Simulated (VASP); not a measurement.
# Al (Fm-3m) in VASP: notebook

The runs below take Al through single point, with PBE.

Program: VASP 6.6.1. These are calculated values, not measurements. Logs are shortened: lines on timing, memory, paths and dates and some standing lists are left out, and cuts for length are marked.

## 1. The cell of the first run

It takes space group Fm-3m (No. 225, cubic). The conventional cell has a = 4.148 Å, b = 4.148 Å, c = 4.148 Å, α = 90.00°, β = 90.00°, γ = 90.00°. Within 3.9 Å of Al (site symmetry m-3m) lie 12 Al at 2.93 Å.

## 2. Single point, PBE

The input, INCAR:

```
SYSTEM = Al
PREC = Accurate
ENCUT = 520
EDIFF = 1E-6
ISMEAR = 0
SIGMA = 0.1
LREAL = .False.
LASPH = .True.
NELM = 60
ALGO = Normal
ISIF = 2
LWAVE = .False.
LCHARG = .False.
GGA = PE
NBANDS = 8
```

The input, KPOINTS:

```
Automatic mesh
0
Gamma
  10 10 10
  0 0 0
```

The input, POSCAR:

```
Al
1.0
    0.0000000000      2.0742098517      2.0742098517
    2.0742098517      0.0000000000      2.0742098517
    2.0742098517      2.0742098517      0.0000000000
Al
1
Direct
    0.0000000000      0.0000000000      0.0000000000
```

Potentials or basis: VASP PAW PBE potentials, release 64 (Al).

On the command line:

```sh
> cat potpaw_PBE.64/Al/POTCAR > POTCAR
> mpirun -np 1 vasp_std > vasp.out
```

OUTCAR:

```text
SYSTEM = Al
   PREC = Accurate
   ENCUT = 520
   EDIFF = 1E-6
   ISMEAR = 0
   LREAL = .False.
   LASPH = .True.
   NELM = 60
   ISIF = 2
   GGA = PE

 ion  position               nearest neighbor table
   1  0.000  0.000  0.000-

  LATTYP: Found a face centered cubic cell.
 ALAT       =     4.1484197034

  Lattice vectors:

 A1 = (   0.0000000000,   2.0742098517,   2.0742098517)
 A2 = (   2.0742098517,   0.0000000000,   2.0742098517)
 A3 = (   2.0742098517,   2.0742098517,   0.0000000000)

Analysis of symmetry for initial positions (statically):
=====================================================================
 Subroutine PRICEL returns:
 Original cell was already a primitive cell.

 Routine SETGRP: Setting up the symmetry group for a
 face centered cubic supercell.

 Subroutine GETGRP returns: Found 48 space group operations
 (whereof 48 operations were pure point group operations)
 out of a pool of 48 trial point group operations.

The static configuration has the point symmetry O_h .

Analysis of symmetry for dynamics (positions and initial velocities):
=====================================================================
 Subroutine PRICEL returns:
 Original cell was already a primitive cell.

 Routine SETGRP: Setting up the symmetry group for a
 face centered cubic supercell.

 Subroutine GETGRP returns: Found 48 space group operations
 (whereof 48 operations were pure point group operations)
 out of a pool of 48 trial point group operations.

The dynamic configuration has the point symmetry O_h .

 Subroutine INISYM returns: Found 48 space group operations
 (whereof 48 operations are pure point group operations),
 and found     1 'primitive' translations

----------------------------------------------------------------------------------------

                                     Primitive cell

  volume of cell :      17.8479

  direct lattice vectors                    reciprocal lattice vectors
     0.000000000  2.074209852  2.074209852    -0.241055648  0.241055648  0.241055648
     2.074209852  0.000000000  2.074209852     0.241055648 -0.241055648  0.241055648
     2.074209852  2.074209852  0.000000000     0.241055648  0.241055648 -0.241055648

  length of vectors
     2.933375703  2.933375703  2.933375703     0.417520630  0.417520630  0.417520630

  position of ions in fractional coordinates (direct lattice)
     0.000000000  0.000000000  0.000000000

  ion indices of the primitive-cell ions
   primitive index   ion index
                 1           1

[... 78 lines left out ...]
   ISYM   =      2    0-nonsym 1-usesym 2-fastsym
   POTIM  = 0.5000    time-step for ionic-motion
   TEBEG  =    0.0;   TEEND  =   0.0 temperature during run
   PSTRESS=    0.0 pullay stress
   NELECT =       3.0000    total number of electrons
   NUPDOWN=      -1.0000    fix difference up-down
   EMIN   =  10.00;   EMAX   =-10.00  energy-range for DOS
   EFERMI =   0.00;   METHOD = LEGACY
   ISMEAR =     0;   SIGMA  =   0.10  broadening in eV -4-tet -1-fermi 0-gaus
   EFERMI_NEDOS =   21; number of points for ismear=-14 and -15
   IALGO  =     38    algorithm
   IMIX   =      4    mixing-type and parameters
     AMIX     =   0.40;   BMIX     =  1.00
     AMIX_MAG =   1.60;   BMIX_MAG =  1.00
  volume/ion in A,a.u.               =      17.85       120.44
  Fermi-wavevector in a.u.,A,eV,Ry     =   0.903481  1.707332 11.106146  0.816279
  Thomas-Fermi vector in A             =   2.026812
   LORBIT       =      0    0 simple, 1 ext, 2 COOP (PROOUT), +10 PAW based schemes
   GGA     = PE    functional components
   LHFCALC =     F    Hartree Fock is set to
   AEXX    =    0.0000 exact exchange contribution
   IVDW    =     0    specifies the selected vdW correction
   LEPSILON=     F    determine dielectric tensor
   LRPA    =     F    only Hartree local field effects (RPA)
 non-spin polarized calculation
 Gauss-broadening in eV      SIGMA  =   0.10
  energy-cutoff  :      520.00
  volume of cell :       17.85
 maximum number of plane-waves:       531
 NGX is ok and might be reduce to    24
   NGX = 11   NGY = 11   NGZ = 11

 number of electron       3.0000000 magnetization

 Free energy of the ion-electron system (eV)
  ---------------------------------------------------
  ext. energy  EPLUGINS =         0.00000000
  ---------------------------------------------------
  free energy    TOTEN  =        -3.70627078 eV

  energy without entropy =       -3.70166153  energy(sigma->0) =       -3.70396615

 E-fermi :   7.3501     XC(G=0):  -9.9161

 val. band max:        7.3339888167   @ k =  -0.3000   0.5000   0.2000
 cond. band min:       7.3998224110   @ k =  -0.4000   0.4000   0.1000
 fundamental gap:      0.0658335943
 Fermi energy:         7.3501023660

 k-point     1 :       0.0000    0.0000    0.0000
  band No.  band energies     occupation
      1      -3.3987      2.00000
      2      19.3970      0.00000
      3      19.3970      0.00000
      4      19.3970      0.00000
      5      20.3161      0.00000
      6      20.3161      0.00000
      7      20.3161      0.00000
      8      23.1116      0.00000
[... 243 lines left out ...]
 k-point    24 :       0.4000    0.3000    0.0000
  band No.  band energies     occupation
      1       0.9248      2.00000
      2      10.5541      0.00000
      3      10.8457      0.00000
      4      13.2619      0.00000
      5      14.6193      0.00000
      6      17.8095      0.00000
      7      27.8048      0.00000
      8      29.8226      0.00000

 [... further k-points ...]

------------------------ aborting loop because EDIFF is reached ----------------------------------------

  FORCE on cell =-STRESS in cart. coord.  units (eV):
  Direction    XX          YY          ZZ          XY          YZ          ZX
  --------------------------------------------------------------------------------------
  -------------------------------------------------------------------------------------
  Total       -0.5190467     -0.5190467     -0.5190467      0.0000000      0.0000000     -0.0000000
  in kB      -46.5938844    -46.5938844    -46.5938844      0.0000000      0.0000000     -0.0000000
  external PRESSURE =     -46.5938844 kB  Pullay stress =       0.0000000 kB

 VOLUME and BASIS-vectors are now :
 -----------------------------------------------------------------------------
  energy-cutoff  :      520.00
  volume of cell :       17.85
      direct lattice vectors                 reciprocal lattice vectors
     0.000000000  2.074209852  2.074209852    -0.241055648  0.241055648  0.241055648
     2.074209852  0.000000000  2.074209852     0.241055648 -0.241055648  0.241055648
     2.074209852  2.074209852  0.000000000     0.241055648  0.241055648 -0.241055648

 POSITION                                       TOTAL-FORCE (eV/Angst)
 -----------------------------------------------------------------------------------
      0.00000      0.00000      0.00000         0.000000      0.000000     -0.000000
 -----------------------------------------------------------------------------------
    total drift:                                0.000000     -0.000000     -0.000000

  FREE ENERGIE OF THE ION-ELECTRON SYSTEM (eV)
  ---------------------------------------------------
  free  energy   TOTEN  =        -3.7062707752 eV

  energy  without entropy=       -3.7016615288  energy(sigma->0) =       -3.70396615
```

Wall time 2.2 s (1 thread of Intel Xeon 6975P-C (Granite Rapids), shared host); peak memory 0.12 GiB.

Results:

```
Free energy : -3.7063 eV
Pressure    : -4.7 GPa
```

## 3. Single point, PBE

This run uses another cell than the first one, of 18.26 Å³/atom, 1.023 times its volume.

The input, INCAR:

```
PREC = Accurate
ENCUT = 520
EDIFF = 1E-6
ISMEAR = 0
SIGMA = 0.1
LREAL = False
LASPH = True
NELM = 60
ALGO = Normal
ISIF = 2
LWAVE = False
LCHARG = True
GGA = PE
LELF = True
LVHAR = True
NBANDS = 8
```

The input, KPOINTS:

```
regular mesh
0
Gamma
  10 10 10
```

The input, POSCAR:

```
Al
1.0
    0.0000000000      2.0901659392      2.0901659392
    2.0901659392      0.0000000000      2.0901659392
    2.0901659392      2.0901659392      0.0000000000
Al
1
Direct
    0.0000000000      0.0000000000      0.0000000000
```

Potentials or basis: VASP PAW PBE potentials, release 64 (Al).

On the command line:

```sh
> cat potpaw_PBE.64/Al/POTCAR > POTCAR
> mpirun -np 1 vasp_std > vasp.out
```

OUTCAR:

```text
PREC = Accurate
   ENCUT = 520
   EDIFF = 1E-6
   ISMEAR = 0
   LREAL = False
   LASPH = True
   NELM = 60
   ISIF = 2
   GGA = PE

 ion  position               nearest neighbor table
   1  0.000  0.000  0.000-

  LATTYP: Found a face centered cubic cell.
 ALAT       =     4.1803318784

  Lattice vectors:

 A1 = (   0.0000000000,   2.0901659392,   2.0901659392)
 A2 = (   2.0901659392,   0.0000000000,   2.0901659392)
 A3 = (   2.0901659392,   2.0901659392,   0.0000000000)

Analysis of symmetry for initial positions (statically):
=====================================================================
 Subroutine PRICEL returns:
 Original cell was already a primitive cell.

 Routine SETGRP: Setting up the symmetry group for a
 face centered cubic supercell.

 Subroutine GETGRP returns: Found 48 space group operations
 (whereof 48 operations were pure point group operations)
 out of a pool of 48 trial point group operations.

The static configuration has the point symmetry O_h .

Analysis of symmetry for dynamics (positions and initial velocities):
=====================================================================
 Subroutine PRICEL returns:
[... 155 lines left out ...]

 E-fermi :   7.1305     XC(G=0):  -9.8350

 val. band max:        7.1275456639   @ k =  -0.3000   0.5000   0.2000
 cond. band min:       7.1912784027   @ k =  -0.4000   0.4000   0.1000
 fundamental gap:      0.0637327387
 Fermi energy:         7.1305350105

 k-point     1 :       0.0000    0.0000    0.0000
  band No.  band energies     occupation
      1      -3.4713      2.00000
      2      19.0519      0.00000
      3      19.0519      0.00000
      4      19.0519      0.00000
      5      19.8112      0.00000
      6      19.8112      0.00000
      7      19.8112      0.00000
      8      22.7292      0.00000
[... 243 lines left out ...]
 k-point    24 :       0.4000    0.3000    0.0000
  band No.  band energies     occupation
      1       0.7886      2.00000
      2      10.2981      0.00000
      3      10.5524      0.00000
      4      12.9301      0.00000
      5      14.3057      0.00000
      6      17.3895      0.00000
      7      27.2942      0.00000
      8      29.2495      0.00000

 [... further k-points ...]
[... 5 lines left out ...]
  --------------------------------------------------------------------------------------
  -------------------------------------------------------------------------------------
  Total       -0.6547711     -0.6547711     -0.6547711      0.0000000      0.0000000     -0.0000000
  in kB      -57.4417683    -57.4417683    -57.4417683      0.0000000      0.0000000     -0.0000000
  external PRESSURE =     -57.4417683 kB  Pullay stress =       0.0000000 kB

 VOLUME and BASIS-vectors are now :
 -----------------------------------------------------------------------------
  energy-cutoff  :      520.00
  volume of cell :       18.26
      direct lattice vectors                 reciprocal lattice vectors
     0.000000000  2.090165939  2.090165939    -0.239215457  0.239215457  0.239215457
     2.090165939  0.000000000  2.090165939     0.239215457 -0.239215457  0.239215457
     2.090165939  2.090165939  0.000000000     0.239215457  0.239215457 -0.239215457

 POSITION                                       TOTAL-FORCE (eV/Angst)
 -----------------------------------------------------------------------------------
      0.00000      0.00000      0.00000         0.000000      0.000000     -0.000000
 -----------------------------------------------------------------------------------
    total drift:                               -0.000000      0.000000      0.000000

  FREE ENERGIE OF THE ION-ELECTRON SYSTEM (eV)
  ---------------------------------------------------
  free  energy   TOTEN  =        -3.6927884964 eV

  energy  without entropy=       -3.6888095839  energy(sigma->0) =       -3.69079904
```

stdout:

```text
POSCAR found type information on POSCAR Al
 POSCAR found :  1 types and       1 ions
 scaLAPACK will be used
 LDA part: xc-table for (Slater+PW92), standard interpolation
 POSCAR, INCAR and KPOINTS ok, starting setup
 FFT: planning ... GRIDC
 FFT: planning ... GRID_SOFT
 FFT: planning ... GRID
 WAVECAR not read
 entering main loop
```

It took 2.3 s on 1 thread of Intel Xeon 6975P-C (Granite Rapids), shared host; peak memory 0.13 GiB.

What came out:

```
Free energy : -3.6928 eV
Pressure    : -5.7 GPa
```
